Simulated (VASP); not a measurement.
# Al2O3 (P-3m1) in VASP: notebook

Aim: see how the results for Al2O3 move with the level of theory and the settings. Levels: LDA, PBEsol, r2SCAN. Tasks: single point.

Program: VASP 6.6.1. These are calculated values, not measurements. Logs are shortened: lines on timing, memory, paths and dates and some standing lists are left out, and cuts for length are marked.

## Step 1: The cell of the first run

The structure is trigonal, space group P-3m1 (No. 164). The conventional cell has a = 3.017 Å, b = 3.017 Å, c = 7.575 Å, α = 90.00°, β = 90.00°, γ = 120.00°. Al (site symmetry 3m) has 4 O at 1.68 to 1.84 Å within 2.2 Å. Within 2.2 Å of O (site symmetry -3m) lie 2 Al at 1.68 Å. Within 2.4 Å of O (site symmetry 3m) lie 3 Al at 1.84 Å.

## Step 2: Single point, LDA

Input file INCAR:

```
SYSTEM = Al2O3
PREC = Accurate
ENCUT = 520
EDIFF = 1E-6
ISMEAR = 0
SIGMA = 0.01
LREAL = .FALSE.
LASPH = .TRUE.
NELM = 100
ALGO = Normal
ISIF = 2
LWAVE = .FALSE.
LCHARG = .FALSE.
NBANDS = 20
```

Input file KPOINTS:

```
Automatic mesh
0
G
  12 12 4
  0 0 0
```

Input file POSCAR:

```
Al2O3
1.0
    3.0174825440      0.0000000000      0.0000000000
   -1.5087412720      2.6132165386      0.0000000000
    0.0000000000      0.0000000000      7.5746360022
Al O
2 3
Direct
    0.0000000000      0.0000000000      0.7220490000
    0.0000000000      0.0000000000      0.2779510000
    0.0000000000      0.0000000000      0.5000000000
    0.6666666667      0.3333333333      0.8005460000
    0.3333333333      0.6666666667      0.1994540000
```

Potentials or basis: VASP PAW LDA potentials, release 64 (Al, O).

The run is started by

```sh
$ cat potpaw_LDA.64/Al/POTCAR potpaw_LDA.64/O/POTCAR > POTCAR
$ mpirun -np 1 vasp_std > vasp.out
```

OUTCAR:

```text
SYSTEM = Al2O3
   PREC = Accurate
   ENCUT = 520
   EDIFF = 1E-6
   ISMEAR = 0
   LREAL = .FALSE.
   LASPH = .TRUE.
   NELM = 100
   ISIF = 2

 ion  position               nearest neighbor table
   1  0.000  0.000  0.722-   3 1.68   4 1.84   4 1.84   4 1.84   2 3.36
   2  0.000  0.000  0.278-   3 1.68   5 1.84   5 1.84   5 1.84   1 3.36
   3  0.000  0.000  0.500-   1 1.68   2 1.68
   4  0.667  0.333  0.801-   1 1.84   1 1.84   1 1.84
   5  0.333  0.667  0.199-   2 1.84   2 1.84   2 1.84

  LATTYP: Found a hexagonal cell.
 ALAT       =     3.0174825440
 C/A-ratio  =     2.5102501478

  Lattice vectors:

 A1 = (   3.0174825440,   0.0000000000,   0.0000000000)
 A2 = (  -1.5087412720,   2.6132165386,   0.0000000000)
 A3 = (   0.0000000000,   0.0000000000,   7.5746360022)

Analysis of symmetry for initial positions (statically):
=====================================================================
 Subroutine PRICEL returns:
 Original cell was already a primitive cell.

 Routine SETGRP: Setting up the symmetry group for a
 hexagonal supercell.

 Subroutine GETGRP returns: Found 12 space group operations
 (whereof 12 operations were pure point group operations)
 out of a pool of 24 trial point group operations.

The static configuration has the point symmetry D_3d.

Analysis of symmetry for dynamics (positions and initial velocities):
=====================================================================
 Subroutine PRICEL returns:
 Original cell was already a primitive cell.

 Routine SETGRP: Setting up the symmetry group for a
 hexagonal supercell.

 Subroutine GETGRP returns: Found 12 space group operations
 (whereof 12 operations were pure point group operations)
 out of a pool of 24 trial point group operations.

The dynamic configuration has the point symmetry D_3d.

 Subroutine INISYM returns: Found 12 space group operations
 (whereof 12 operations are pure point group operations),
 and found     1 'primitive' translations

----------------------------------------------------------------------------------------

                                     Primitive cell

  volume of cell :      59.7285

  direct lattice vectors                    reciprocal lattice vectors
     3.017482544  0.000000000  0.000000000     0.331402083  0.191335082  0.000000000
    -1.508741272  2.613216539  0.000000000     0.000000000  0.382670163  0.000000000
     0.000000000  0.000000000  7.574636002     0.000000000  0.000000000  0.132019545

  length of vectors
     3.017482544  3.017482544  7.574636002     0.382670163  0.382670163  0.132019545

  position of ions in fractional coordinates (direct lattice)
     0.000000000  0.000000000  0.722049000
     0.000000000  0.000000000  0.277951000
     0.000000000  0.000000000  0.500000000
     0.666666667  0.333333333  0.800546000
     0.333333333  0.666666667  0.199454000

  ion indices of the primitive-cell ions
   primitive index   ion index
                 1           1
                 2           2
                 3           3
                 4           4
                 5           5

----------------------------------------------------------------------------------------

 KPOINTS: Automatic mesh

Automatic generation of k-mesh.
 Grid dimensions read from file:
 generate k-points for:   12   12    4

 Generating k-lattice:

  Cartesian coordinates                     Fractional coordinates (reciprocal lattice)
     0.027616840  0.015944590  0.000000000     0.083333333  0.000000000  0.000000000
     0.000000000  0.031889180  0.000000000     0.000000000  0.083333333  0.000000000
     0.000000000  0.000000000  0.033004886     0.000000000  0.000000000  0.250000000

  Length of vectors
     0.031889180  0.031889180  0.033004886

  Shift w.r.t. Gamma in fractional coordinates (k-lattice)
     0.000000000  0.000000000  0.000000000

 Subroutine IBZKPT returns following result:
 ===========================================

 Found     69 irreducible k-points:

 Following reciprocal coordinates:
            Coordinates               Weight
  0.000000  0.000000  0.000000      1.000000
  0.083333  0.000000  0.000000      6.000000
  0.166667  0.000000  0.000000      6.000000
  0.250000  0.000000  0.000000      6.000000
  0.333333  0.000000  0.000000      6.000000
  0.416667  0.000000  0.000000      6.000000
[... 16 lines left out ...]
  0.166667  0.000000  0.250000      6.000000
  0.000000  0.166667  0.250000      6.000000
 [... further k-points ...]
   k-points           NKPTS =     69   k-points in BZ     NKDIM =     69   number of bands    NBANDS=     20
   number of dos      NEDOS =    301   number of ions     NIONS =      5
   total plane-waves  NPLWV =  32256
   dimension x,y,z NGX =    24 NGY =   24 NGZ =   56
   dimension x,y,z NGXF=    48 NGYF=   48 NGZF=  112
   ions per type =               2   3
   NGX,Y,Z   is equivalent  to a cutoff of  13.22, 13.22, 12.29 a.u.
   NGXF,Y,Z  is equivalent  to a cutoff of  26.45, 26.45, 24.58 a.u.
 SYSTEM =  Al2O3
   PREC   = accura    normal or accurate (medium, high low for compatibility)
   ISTART =      0    job   : 0-new  1-cont  2-samecut
   ICHARG =      2    charge: 1-file 2-atom 10-const
   ISPIN  =      1    spin polarized calculation?
   LNONCOLLINEAR =      F non collinear calculations
   LSORBIT =      F    spin-orbit coupling
   LASPH  =      T    aspherical Exc in radial PAW
   ENCUT  =  520.0 eV  38.22 Ry    6.18 a.u.   5.61  5.61 14.08*2*pi/ulx,y,z
   NELM   =    100;   NELMIN=  2; NELMDL= -5     # of ELM steps
   EDIFF  = 0.1E-05   stopping-criterion for ELM
   LREAL  =      F    real-space projection
   EDIFFG = 0.1E-04   stopping-criterion for IOM
   NSW    =      0    number of steps for IOM
   IBRION =     -1    ionic relax: 0-MD 1-quasi-New 2-CG
   NFREE  =      0    steps in history (QN), initial steepest desc. (CG)
   ISIF   =      2    stress and relaxation
   ISYM   =      2    0-nonsym 1-usesym 2-fastsym
   POTIM  = 0.5000    time-step for ionic-motion
   TEBEG  =    0.0;   TEEND  =   0.0 temperature during run
   PSTRESS=    0.0 pullay stress
   NELECT =      24.0000    total number of electrons
   NUPDOWN=      -1.0000    fix difference up-down
   EMIN   =  10.00;   EMAX   =-10.00  energy-range for DOS
   EFERMI =   0.00;   METHOD = LEGACY
   ISMEAR =     0;   SIGMA  =   0.01  broadening in eV -4-tet -1-fermi 0-gaus
   EFERMI_NEDOS =   21; number of points for ismear=-14 and -15
   IALGO  =     38    algorithm
   IMIX   =      4    mixing-type and parameters
     AMIX     =   0.40;   BMIX     =  1.00
     AMIX_MAG =   1.60;   BMIX_MAG =  1.00
  volume/ion in A,a.u.               =      11.95        80.61
  Fermi-wavevector in a.u.,A,eV,Ry     =   1.208049  2.282882 19.856107  1.459383
  Thomas-Fermi vector in A             =   2.343669
   LORBIT       =      0    0 simple, 1 ext, 2 COOP (PROOUT), +10 PAW based schemes
   GGA     = CA    functional components
   LHFCALC =     F    Hartree Fock is set to
   AEXX    =    0.0000 exact exchange contribution
   IVDW    =     0    specifies the selected vdW correction
   LEPSILON=     F    determine dielectric tensor
   LRPA    =     F    only Hartree local field effects (RPA)
 non-spin polarized calculation
 Gauss-broadening in eV      SIGMA  =   0.01
  energy-cutoff  :      520.00
  volume of cell :       59.73
 maximum number of plane-waves:      1632
 NGX is ok and might be reduce to    24
   NGX = 11   NGY = 11   NGZ = 29

 number of electron      24.0000012 magnetization

 Free energy of the ion-electron system (eV)
  ---------------------------------------------------
  ext. energy  EPLUGINS =         0.00000000
  ---------------------------------------------------
  free energy    TOTEN  =       -39.68525752 eV

  energy without entropy =      -39.68525752  energy(sigma->0) =      -39.68525752

 E-fermi :   3.6424     XC(G=0): -10.2359

 val. band max:        3.5004304715   @ k =   0.0000   0.0000   0.0000
 cond. band min:       5.6890169653   @ k =   0.0000   0.0000   0.0000
 fundamental gap:      2.1885864938
 Fermi energy:         3.6423680767

 k-point     1 :       0.0000    0.0000    0.0000
  band No.  band energies     occupation
      1     -15.8230      2.00000
      2     -15.6161      2.00000
      3     -13.0582      2.00000
      4      -2.3775      2.00000
      5      -1.0164      2.00000
      6      -0.2143      2.00000
[... 12 lines left out ...]
     19      15.2970      0.00000
     20      15.6686      0.00000

 k-point     2 :       0.0833    0.0000    0.0000
  band No.  band energies     occupation
      1     -15.7668      2.00000
      2     -15.5663      2.00000
      3     -13.0284      2.00000
      4      -2.3526      2.00000
      5      -0.9889      2.00000
      6      -0.4912      2.00000
[... 12 lines left out ...]
     19      15.3499      0.00000
     20      15.4579      0.00000

 k-point     3 :       0.1667    0.0000    0.0000
  band No.  band energies     occupation
      1     -15.6077      2.00000
      2     -15.4271      2.00000
      3     -12.9468      2.00000
      4      -2.3621      2.00000
      5      -1.2890      2.00000
      6      -0.9448      2.00000
[... 12 lines left out ...]
     19      15.2761      0.00000
     20      15.8560      0.00000

 k-point     4 :       0.2500    0.0000    0.0000
  band No.  band energies     occupation
      1     -15.3759      2.00000
      2     -15.2282      2.00000
      3     -12.8346      2.00000
      4      -2.6713      2.00000
      5      -2.1097      2.00000
      6      -1.1487      2.00000
[... 12 lines left out ...]
     19      15.2849      0.00000
     20      16.2417      0.00000

 k-point     5 :       0.3333    0.0000    0.0000
  band No.  band energies     occupation
      1     -15.1234      2.00000
      2     -15.0193      2.00000
      3     -12.7231      2.00000
      4      -3.2162      2.00000
      5      -2.8560      2.00000
      6      -1.0213      2.00000
[... 12 lines left out ...]
     19      14.9407      0.00000
     20      16.5419      0.00000

 k-point     6 :       0.4167    0.0000    0.0000
  band No.  band energies     occupation
      1     -14.9180      2.00000
      2     -14.8633      2.00000
      3     -12.6429      2.00000
      4      -3.6536      2.00000
      5      -3.3676      2.00000
      6      -0.9084      2.00000
[... 12 lines left out ...]
     19      14.4599      0.00000
     20      16.5282      0.00000

 k-point     7 :       0.5000    0.0000    0.0000
  band No.  band energies     occupation
      1     -14.8299      2.00000
      2     -14.8133      2.00000
      3     -12.6142      2.00000
      4      -3.8152      2.00000
      5      -3.5497      2.00000
      6      -0.9001      2.00000
[... 12 lines left out ...]
     19      14.3118      0.00000
     20      16.6486      0.00000
[... 277 lines left out ...]
 k-point    20 :       0.0000    0.0000    0.2500
  band No.  band energies     occupation
      1     -15.7954      2.00000
      2     -15.6480      2.00000
      3     -13.0522      2.00000
      4      -2.5144      2.00000
      5      -0.6640      2.00000
      6      -0.2175      2.00000
[... 12 lines left out ...]
     19      15.2328      0.00000
     20      15.7573      0.00000

 k-point    21 :       0.0833    0.0000    0.2500
  band No.  band energies     occupation
      1     -15.7399      2.00000
      2     -15.5971      2.00000
      3     -13.0229      2.00000
      4      -2.4670      2.00000
      5      -0.7379      2.00000
      6      -0.5133      2.00000
[... 12 lines left out ...]
     19      15.3870      0.00000
     20      15.5621      0.00000

 k-point    22 :       0.0000    0.0833    0.2500
  band No.  band energies     occupation
      1     -15.7398      2.00000
      2     -15.5973      2.00000
      3     -13.0229      2.00000
      4      -2.4683      2.00000
      5      -0.7648      2.00000
      6      -0.4942      2.00000
[... 12 lines left out ...]
     19      15.4207      0.00000
     20      15.6319      0.00000

 k-point    23 :       0.1667    0.0000    0.2500
  band No.  band energies     occupation
      1     -15.5837      2.00000
      2     -15.4541      2.00000
      3     -12.9426      2.00000
      4      -2.3962      2.00000
      5      -1.2828      2.00000
      6      -1.1144      2.00000
[... 12 lines left out ...]
     19      15.6490      0.00000
     20      15.8029      0.00000

 k-point    24 :       0.0000    0.1667    0.2500
  band No.  band energies     occupation
      1     -15.5824      2.00000
      2     -15.4556      2.00000
      3     -12.9422      2.00000
      4      -2.4098      2.00000
      5      -1.2873      2.00000
      6      -1.1378      2.00000
[... 12 lines left out ...]
     19      15.8594      0.00000
     20      15.8625      0.00000

 [... further k-points ...]
[... 5 lines left out ...]
  --------------------------------------------------------------------------------------
  -------------------------------------------------------------------------------------
  Total       -2.9095003     -2.9095003     -2.6448907      0.0000000     -0.0000000      0.0000000
  in kB      -78.0453532    -78.0453532    -70.9473835      0.0000000     -0.0000000      0.0000000
  external PRESSURE =     -75.6793633 kB  Pullay stress =       0.0000000 kB

 VOLUME and BASIS-vectors are now :
 -----------------------------------------------------------------------------
  energy-cutoff  :      520.00
  volume of cell :       59.73
      direct lattice vectors                 reciprocal lattice vectors
     3.017482544  0.000000000  0.000000000     0.331402083  0.191335082  0.000000000
    -1.508741272  2.613216539  0.000000000     0.000000000  0.382670163  0.000000000
     0.000000000  0.000000000  7.574636002     0.000000000  0.000000000  0.132019545

 POSITION                                       TOTAL-FORCE (eV/Angst)
 -----------------------------------------------------------------------------------
      0.00000      0.00000      5.46926        -0.000000      0.000000     -0.112565
      0.00000      0.00000      2.10538        -0.000000     -0.000000      0.112565
      0.00000      0.00000      3.78732        -0.000000      0.000000      0.000000
      1.50874      0.87107      6.06384        -0.000000      0.000000     -0.429927
     -0.00000      1.74214      1.51079         0.000000     -0.000000      0.429927
 -----------------------------------------------------------------------------------
    total drift:                                0.000000      0.000000     -0.000000

  FREE ENERGIE OF THE ION-ELECTRON SYSTEM (eV)
  ---------------------------------------------------
  free  energy   TOTEN  =       -39.6852575233 eV

  energy  without entropy=      -39.6852575233  energy(sigma->0) =      -39.68525752
```

It took 1.7 min on 1 thread of Intel Xeon 8259CL, shared host; peak memory 0.19 GiB.

Results:

```yaml
Free_energy: -39.6853 eV
Pressure: -7.6 GPa
Largest_force: 0.430 eV/Å
Band_gap_on_the_k_mesh: 2.19 eV
```

Forces on the atoms (eV/Å):
```
Al   0.000  0.000 -0.113
Al   0.000  0.000  0.113
O    0.000  0.000  0.000
O    0.000  0.000 -0.430
O    0.000  0.000  0.430
```

Stress tensor (GPa, compression positive):
```
-7.80  0.00  0.00
 0.00 -7.80  0.00
 0.00  0.00 -7.09
```

Levels at points of the mesh, in eV from the valence-band top:
```tsv
k point	band 9	band 10	band 11	band 12	band 13	band 14	band 15	band 16
(0.00, 0.00, 0.00)	-3.70	-2.33	0.00	0.00	2.19	4.18	7.17	10.31
(0.50, 0.00, 0.00)	-3.57	-3.08	-1.77	-0.49	4.41	6.03	7.96	8.71
(0.00, 0.00, 0.50)	-3.63	-3.14	0.00	0.00	3.13	3.24	7.93	8.53
(0.50, 0.00, 0.50)	-3.46	-3.32	-1.70	-0.49	4.87	5.41	7.91	8.41
```

Caveat: the cell stands under tension. A k mesh can miss the band edges.

(Continued in part 2 of 2.)
